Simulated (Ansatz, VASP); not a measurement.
## Two plane-wave programs on BiTe5

```
Bi Te
1.0
     3.71014    0.00000    0.00000
     0.00000    3.71014    0.00000
     0.00000    0.00000   15.71604
Bi Te
1 5
Direct
  0.50000 0.50000 0.00000
  0.50000 0.50000 0.33448
  0.50000 0.50000 0.66552
  0.00000 0.00000 0.17599
  0.00000 0.00000 0.82401
  0.00000 0.00000 0.50000
```

Change from the starting cell: species swapped into the Hf5Pb type (P4/mmm, No. 123).

Alike in both runs: task relaxation of cell and atoms; functional PBE; k mesh 6 × 6 × 1; occupations gaussian, width 0.1 eV; no spin polarisation.

|  | VASP | Ansatz |
| --- | --- | --- |
| version | VASP 6.6.1 | Ansatz 0.2.0 |
| potentials or method | VASP PAW PBE potentials, release 64 (Bi_d, Te), cutoff 600 eV | scalar-relativistic, plane waves, PAW |
| valence electrons in the cell | 45 | 95 |

```tsv
	VASP	Ansatz	Ansatz less VASP
gap on the k mesh at the Fermi level, each at its own relaxed structure (eV)	none	none	-
relaxed volume (Å³/atom)	29.41	29.62	+0.206
relaxed length of the cell vector where the two differ most in proportion (Å)	3.807	3.826	+0.0193
```

A gap of «none» marks a metal or a gap that the smearing closes. VASP's potentials hold 45 valence electrons a cell and Ansatz's 95, so a difference there can come from the potentials and not from the codes.

The k mesh is coarse, so the values compare programs but aren't converged. Spin-orbit coupling is off throughout. Noted on VASP's run: the volume moved by over 15 % at a fixed basis, so the end points are rough.
